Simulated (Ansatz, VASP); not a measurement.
# Two plane-wave programs on ZnS

The input INCAR:

```
ALGO     = Normal         # electronic algorithm
EDIFF    = 1E-6           # SCF threshold, eV
ENCUT    = 520            # plane-wave cutoff, eV
GGA      = RP             # functional
ISIF     = 2              # what is computed and relaxed
ISMEAR   = -1             # smearing method
LASPH    = T              # aspherical terms in the spheres
LCHARG   = F              # write CHGCAR
LREAL    = F              # projectors in reciprocal space
LWAVE    = F              # write WAVECAR
NBANDS   = 26             # bands
NELM     = 60             # most SCF steps
PREC     = Accurate       # precision mode
SIGMA    = 0.05           # smearing width, eV
```

File KPOINTS:

```
k-points
0
Gamma
  8 8 5
```

File POSCAR:

```
ZnS
1.0
    3.8857444663      0.0000000000      0.0000000000
   -1.9428722331      3.3651534204      0.0000000000
    0.0000000000      0.0000000000      6.3562663350
Zn S
2 2
Direct
    0.6666666667      0.3333333333      0.5000000000
    0.3333333333      0.6666666667      0.0000000000
    0.6666666667      0.3333333333      0.8850000000
    0.3333333333      0.6666666667      0.3850000000
```

Contents of input.yaml:

```yaml
crystal:
  lattice:
    - [3.8857444663, 0.0, 0.0]
    - [-1.9428722331, 3.3651534204, 0.0]
    - [0.0, 0.0, 6.356266335]
  atoms:
    - { symbol: Zn, position: [0.6666666667, 0.3333333333, 0.5] }
    - { symbol: Zn, position: [0.3333333333, 0.6666666667, 0.0] }
    - { symbol: S, position: [0.6666666667, 0.3333333333, 0.885] }
    - { symbol: S, position: [0.3333333333, 0.6666666667, 0.385] }
hamiltonian:
  xc: rpbe
  pseudopotentials: { kind: paw }
kpoints:
  mp_grid: { grid: [8, 8, 5] }
scf:
  occupations: { method: fermi_dirac, width: 0.05 }
output:
  forces: true
  stress: true
  eigenvalues: true
```

Alike in both runs: task single point; functional RPBE; k mesh 8 × 8 × 5; occupations fermi-dirac, width 0.05 eV; no spin polarisation.

|  | VASP | Ansatz |
| --- | --- | --- |
| version | VASP 6.6.1 | Ansatz 0.2.0 |
| potentials or method | VASP PAW PBE potentials, release 64 (Zn, S) | Ansatz PAW |
| plane-wave cutoff (eV) | 520 | 420 |
| valence electrons in the cell | 36 | 36 |

Ansatz gave:

```
gap on the k mesh at the Fermi level (eV)                     : 2.15
least direct gap on the mesh (eV)                             : 2.15
pressure (GPa)                                                : 0.7
traceless stress, the component that is largest in VASP (GPa) : -0.93
rms of the force components (eV/Å)                            : 0.150
```

Estimate VASP's values.

gap on the k mesh at the Fermi level (eV): 2.15; least direct gap on the mesh (eV): 2.15; pressure (GPa): 0.8; traceless stress, the component that is largest in VASP (GPa): -0.95; rms of the force components (eV/Å): 0.152.

VASP's potentials were made for PBE, not for RPBE. Atom by atom the forces differ by 0.002 eV/Å (rms over components). With one functional, cell and mesh, what is left measures potentials, basis and numerics.

Noted on Ansatz's run: odd divisions of the mesh miss points on the zone boundary, where band edges often lie, so the gap on the mesh can be too wide.
